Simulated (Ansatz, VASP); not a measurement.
Two plane-wave programs on V

```
CELL_PARAMETERS angstrom
-1.46761 1.46761 1.51300
1.46761 -1.46761 1.51300
1.46761 1.46761 -1.51300
ATOMIC_POSITIONS crystal
V 0.00000 0.00000 0.00000
```

Change from the starting cell: strain -0.030 along x and y, +0.000 along z, atoms carried along.

Alike in both runs: task single point; functional PBE; k mesh 22 × 22 × 22; occupations gaussian, width 0.15 eV; no spin polarisation.

```csv
,VASP,Ansatz
version,VASP 6.6.1,Ansatz 0.2.0
potentials or method,"VASP PAW PBE potentials, release 64 (V_sv), cutoff 520 eV","scalar-relativistic, plane waves, PAW"
valence electrons in the cell,13,13
```

```tsv
	VASP	Ansatz	Ansatz less VASP
gap on the k mesh at the Fermi level (eV)	none	none	-
pressure (GPa)	6.6	6.3	-0.26
traceless stress, the component that is largest in VASP (GPa)	-2.77	-2.76	+0.004
```

A gap of «none» marks a metal or a gap that the smearing closes.
